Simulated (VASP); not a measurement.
# Ba2AlO (Fmmm) in VASP: single point with PBE

Aim: the single point of Ba2AlO with PBE.

Program: VASP 6.6.1. These are calculated values, not measurements. Logs are shortened: lines on timing, memory, paths and dates and some standing lists are left out, and cuts for length are marked.

### Step 1. The cell of the first run

Symmetry: Fmmm, No. 69, orthorhombic system. The conventional cell has a = 6.744 Å, b = 7.848 Å, c = 9.044 Å, α = 90.00°, β = 90.00°, γ = 90.00°. Within 3.7 Å of Ba (site symmetry 2/m) lie 2 Al at 2.82 Å and 2 O at 2.82 Å and 2 Ba at 3.37 Å. Al (site symmetry mmm) has 4 Ba at 2.82 Å and 2 O at 3.37 Å within 3.7 Å. Within 3.7 Å of O (site symmetry mmm) lie 4 Ba at 2.82 Å and 2 Al at 3.37 Å.

### Step 2. Single point, PBE

File INCAR:

```
ALGO = Normal ; EDIFF = 1E-6
ENCUT = 520 ; GGA = PE
ISIF = 2 ; ISMEAR = 0
LASPH = T ; LCHARG = F
LREAL = F ; LWAVE = F
NBANDS = 22 ; NELM = 100
PREC = Accurate ; SIGMA = 0.1
```

File KPOINTS:

```
k-points
0
Gamma
  4 4 4
```

File POSCAR:

```
Ba2AlO
1.0
    0.0000000000      3.9240197700      4.5219861300
    3.3719157700      0.0000000000      4.5219861300
    3.3719157700      3.9240197700      0.0000000000
Ba Al O
2 1 1
Direct
    0.0000000000      0.5000000000      0.0000000000
    0.5000000000      0.0000000000      0.5000000000
    0.0000000000      0.0000000000      0.0000000000
    0.5000000000      0.5000000000      0.5000000000
```

Potentials or basis: VASP PAW PBE potentials, release 64 (Ba_sv, Al, O).

Started as:

```console
$ cat potpaw_PBE.64/Ba_sv/POTCAR potpaw_PBE.64/Al/POTCAR potpaw_PBE.64/O/POTCAR > POTCAR
$ mpirun -np 1 vasp_std > vasp.out
```

OUTCAR:

```text
EDIFF = 1E-6
   ENCUT = 520
   GGA = PE
   ISIF = 2
   ISMEAR = 0
   LASPH = T
   LREAL = F
   NELM = 100
   PREC = Accurate

 ion  position               nearest neighbor table
   1  0.000  0.500  0.000-   3 2.82   4 2.82   3 2.82   4 2.82   2 3.37   2 3.37   2 3.92   2 3.92
                             2 4.52   2 4.52
   2  0.500  0.000  0.500-   4 2.82   3 2.82   4 2.82   3 2.82   1 3.37   1 3.37   1 3.92   1 3.92
                             1 4.52   1 4.52
   3  0.000  0.000  0.000-   1 2.82   2 2.82   1 2.82   2 2.82
   4  0.500  0.500  0.500-   2 2.82   1 2.82   2 2.82   1 2.82

  LATTYP: Found a face centered orthorhombic cell.
 ALAT       =     6.7438315400
 B/A-ratio  =     1.1637359998
 C/A-ratio  =     1.3410732766

  Lattice vectors:

 A1 = (   0.0000000000,   3.9240197700,   4.5219861300)
 A2 = (   3.3719157700,   0.0000000000,   4.5219861300)
 A3 = (   3.3719157700,   3.9240197700,   0.0000000000)

Analysis of symmetry for initial positions (statically):
=====================================================================
 Subroutine PRICEL returns:
 Original cell was already a primitive cell.

 Routine SETGRP: Setting up the symmetry group for a
 face centered orthorhombic supercell.

 Subroutine GETGRP returns: Found  8 space group operations
 (whereof  8 operations were pure point group operations)
 out of a pool of  8 trial point group operations.

The static configuration has the point symmetry D_2h.

Analysis of symmetry for dynamics (positions and initial velocities):
=====================================================================
 Subroutine PRICEL returns:
 Original cell was already a primitive cell.

 Routine SETGRP: Setting up the symmetry group for a
 face centered orthorhombic supercell.

 Subroutine GETGRP returns: Found  8 space group operations
 (whereof  8 operations were pure point group operations)
 out of a pool of  8 trial point group operations.

The dynamic configuration has the point symmetry D_2h.

 Subroutine INISYM returns: Found  8 space group operations
 (whereof  8 operations are pure point group operations),
 and found     1 'primitive' translations

----------------------------------------------------------------------------------------

                                     Primitive cell

  volume of cell :     119.6650

  direct lattice vectors                    reciprocal lattice vectors
     0.000000000  3.924019770  4.521986130    -0.148283657  0.127420357  0.110570883
     3.371915770  0.000000000  4.521986130     0.148283657 -0.127420357  0.110570883
     3.371915770  3.924019770  0.000000000     0.148283657  0.127420357 -0.110570883

  length of vectors
     5.987177107  5.640760101  5.173755610     0.224610575  0.224610575  0.224610575

  position of ions in fractional coordinates (direct lattice)
     0.000000000  0.500000000  1.000000000
     0.500000000  1.000000000  0.500000000
     0.000000000  0.000000000  0.000000000
     0.500000000  0.500000000  0.500000000

  ion indices of the primitive-cell ions
   primitive index   ion index
                 1           1
                 2           2
                 3           3
                 4           4

----------------------------------------------------------------------------------------

 KPOINTS: k-points

Automatic generation of k-mesh.
 Grid dimensions read from file:
 generate k-points for:    4    4    4

 Generating k-lattice:

  Cartesian coordinates                     Fractional coordinates (reciprocal lattice)
    -0.037070914  0.031855089  0.027642721     0.250000000  0.000000000  0.000000000
     0.037070914 -0.031855089  0.027642721     0.000000000  0.250000000 -0.000000000
     0.037070914  0.031855089 -0.027642721     0.000000000 -0.000000000  0.250000000

  Length of vectors
     0.056152644  0.056152644  0.056152644

  Shift w.r.t. Gamma in fractional coordinates (k-lattice)
     0.000000000  0.000000000  0.000000000

 Subroutine IBZKPT returns following result:
 ===========================================

 Found     18 irreducible k-points:

 Following reciprocal coordinates:
            Coordinates               Weight
  0.000000  0.000000  0.000000      1.000000
  0.250000  0.000000  0.000000      8.000000
  0.500000  0.000000  0.000000      4.000000
  0.250000  0.250000  0.000000      2.000000
  0.500000  0.250000  0.000000      8.000000
 -0.250000  0.250000 -0.000000      4.000000
[... 10 lines left out ...]
 -0.250000  0.250000  0.500000      2.000000
  0.000000  0.500000  0.500000      1.000000
   k-points           NKPTS =     18   k-points in BZ     NKDIM =     18   number of bands    NBANDS=     22
   number of dos      NEDOS =    301   number of ions     NIONS =      4
   total plane-waves  NPLWV =  80640
   dimension x,y,z NGX =    48 NGY =   42 NGZ =   40
   dimension x,y,z NGXF=    96 NGYF=   84 NGZF=   80
   ions per type =               2   1   1
   NGX,Y,Z   is equivalent  to a cutoff of  13.33, 12.38, 12.85 a.u.
   NGXF,Y,Z  is equivalent  to a cutoff of  26.66, 24.76, 25.71 a.u.
 SYSTEM =  unknown system
   PREC   = accura    normal or accurate (medium, high low for compatibility)
   ISTART =      0    job   : 0-new  1-cont  2-samecut
   ICHARG =      2    charge: 1-file 2-atom 10-const
   ISPIN  =      1    spin polarized calculation?
   LNONCOLLINEAR =      F non collinear calculations
   LSORBIT =      F    spin-orbit coupling
   LASPH  =      T    aspherical Exc in radial PAW
   ENCUT  =  520.0 eV  38.22 Ry    6.18 a.u.  11.13 10.49  9.62*2*pi/ulx,y,z
   NELM   =    100;   NELMIN=  2; NELMDL= -5     # of ELM steps
   EDIFF  = 0.1E-05   stopping-criterion for ELM
   LREAL  =      F    real-space projection
   EDIFFG = 0.1E-04   stopping-criterion for IOM
   NSW    =      0    number of steps for IOM
   IBRION =     -1    ionic relax: 0-MD 1-quasi-New 2-CG
   NFREE  =      0    steps in history (QN), initial steepest desc. (CG)
   ISIF   =      2    stress and relaxation
   ISYM   =      2    0-nonsym 1-usesym 2-fastsym
   POTIM  = 0.5000    time-step for ionic-motion
   TEBEG  =    0.0;   TEEND  =   0.0 temperature during run
   PSTRESS=    0.0 pullay stress
   NELECT =      29.0000    total number of electrons
   NUPDOWN=      -1.0000    fix difference up-down
   EMIN   =  10.00;   EMAX   =-10.00  energy-range for DOS
   EFERMI =   0.00;   METHOD = LEGACY
   ISMEAR =     0;   SIGMA  =   0.10  broadening in eV -4-tet -1-fermi 0-gaus
   EFERMI_NEDOS =   21; number of points for ismear=-14 and -15
   IALGO  =     38    algorithm
   IMIX   =      4    mixing-type and parameters
     AMIX     =   0.40;   BMIX     =  1.00
     AMIX_MAG =   1.60;   BMIX_MAG =  1.00
  volume/ion in A,a.u.               =      29.92       201.88
  Fermi-wavevector in a.u.,A,eV,Ry     =   1.020669  1.928786 14.174089  1.041766
  Thomas-Fermi vector in A             =   2.154252
   LORBIT       =      0    0 simple, 1 ext, 2 COOP (PROOUT), +10 PAW based schemes
   GGA     = PE    functional components
   LHFCALC =     F    Hartree Fock is set to
   AEXX    =    0.0000 exact exchange contribution
   IVDW    =     0    specifies the selected vdW correction
   LEPSILON=     F    determine dielectric tensor
   LRPA    =     F    only Hartree local field effects (RPA)
 non-spin polarized calculation
 Gauss-broadening in eV      SIGMA  =   0.10
  energy-cutoff  :      520.00
  volume of cell :      119.66
 maximum number of plane-waves:      3240
 NGX is ok and might be reduce to    48
   NGX = 23   NGY = 21   NGZ = 19

 number of electron      28.9999998 magnetization

 Free energy of the ion-electron system (eV)
  ---------------------------------------------------
  ext. energy  EPLUGINS =         0.00000000
  ---------------------------------------------------
  free energy    TOTEN  =       -12.00509758 eV

  energy without entropy =      -11.97520638  energy(sigma->0) =      -11.99015198

 E-fermi :   2.8444     XC(G=0):  -8.6057

 val. band max:        2.8384757737   @ k =  -0.2500  -0.0000   0.2500
 cond. band min:       2.8477094579   @ k =   0.0000   0.2500   0.2500
 fundamental gap:      0.0092336842
 Fermi energy:         2.8444396584

 k-point     1 :       0.0000    0.0000    0.0000
  band No.  band energies     occupation
      1     -25.4932      2.00000
      2     -25.0798      2.00000
      3     -13.2034      2.00000
      4     -11.9510      2.00000
      5     -10.7873      2.00000
      6     -10.6598      2.00000
[... 14 lines left out ...]
     21       6.2173      0.00000
     22       7.0128      0.00000

 k-point     2 :       0.2500    0.0000    0.0000
  band No.  band energies     occupation
      1     -25.4335      2.00000
      2     -25.1412      2.00000
      3     -13.3237      2.00000
      4     -11.7030      2.00000
      5     -10.7563      2.00000
      6     -10.7209      2.00000
[... 14 lines left out ...]
     21       6.8621      0.00000
     22       7.3514      0.00000

 k-point     3 :       0.5000    0.0000    0.0000
  band No.  band energies     occupation
      1     -25.2883      2.00000
      2     -25.2882      2.00000
      3     -13.4266      2.00000
      4     -11.1806      2.00000
      5     -11.0910      2.00000
      6     -10.6515      2.00000
[... 14 lines left out ...]
     21       6.1955      0.00000
     22       6.7864      0.00000
[... 326 lines left out ...]
 k-point    17 :      -0.2500    0.2500    0.5000
  band No.  band energies     occupation
      1     -25.4138      2.00000
      2     -25.1496      2.00000
      3     -13.4679      2.00000
      4     -12.0539      2.00000
      5     -11.1968      2.00000
      6     -10.5536      2.00000
[... 14 lines left out ...]
     21       6.9821      0.00000
     22       7.1774      0.00000

 k-point    18 :       0.0000    0.5000    0.5000
  band No.  band energies     occupation
      1     -25.4025      2.00000
      2     -25.1567      2.00000
      3     -13.6782      2.00000
      4     -12.1147      2.00000
      5     -11.1735      2.00000
      6     -10.3995      2.00000
[... 14 lines left out ...]
     21       6.9545      0.00000
     22       7.7701      0.00000

------------------------ aborting loop because EDIFF is reached ----------------------------------------

  FORCE on cell =-STRESS in cart. coord.  units (eV):
  Direction    XX          YY          ZZ          XY          YZ          ZX
  --------------------------------------------------------------------------------------
  -------------------------------------------------------------------------------------
  Total        7.7554449      2.2071015      4.7455964      0.0000000      0.0000000      0.0000000
  in kB      103.8365310     29.5505628     63.5381043      0.0000000      0.0000000      0.0000000
  external PRESSURE =      65.6417327 kB  Pullay stress =       0.0000000 kB

 VOLUME and BASIS-vectors are now :
 -----------------------------------------------------------------------------
  energy-cutoff  :      520.00
  volume of cell :      119.66
      direct lattice vectors                 reciprocal lattice vectors
     0.000000000  3.924019770  4.521986130    -0.148283657  0.127420357  0.110570883
     3.371915770  0.000000000  4.521986130     0.148283657 -0.127420357  0.110570883
     3.371915770  3.924019770  0.000000000     0.148283657  0.127420357 -0.110570883

 POSITION                                       TOTAL-FORCE (eV/Angst)
 -----------------------------------------------------------------------------------
      1.68596      0.00000      2.26099        -0.000000      0.000000      0.000000
      1.68596      3.92402      2.26099        -0.000000     -0.000000      0.000000
      0.00000      0.00000      0.00000         0.000000      0.000000      0.000000
      3.37192      3.92402      4.52199        -0.000000      0.000000      0.000000
 -----------------------------------------------------------------------------------
    total drift:                               -0.000000     -0.000000     -0.000000

  FREE ENERGIE OF THE ION-ELECTRON SYSTEM (eV)
  ---------------------------------------------------
  free  energy   TOTEN  =       -12.0050975787 eV

  energy  without entropy=      -11.9752063815  energy(sigma->0) =      -11.99015198
```

It took 31 s on 1 thread of Intel Xeon 6975P-C (Granite Rapids), shared host; peak memory 0.29 GiB.

Results:

| Item | Value |
| --- | --- |
| Free energy | -12.0051 eV |
| Pressure | 6.6 GPa |

Stress tensor (GPa, compression positive):
```
10.38  0.00  0.00
 0.00  2.96  0.00
 0.00  0.00  6.35
```

Caveat: spin-orbit coupling is left out, which moves the levels of the heavy elements; an odd number of electrons without spin polarisation forces a metal; a magnetic or distorted state may lie lower.
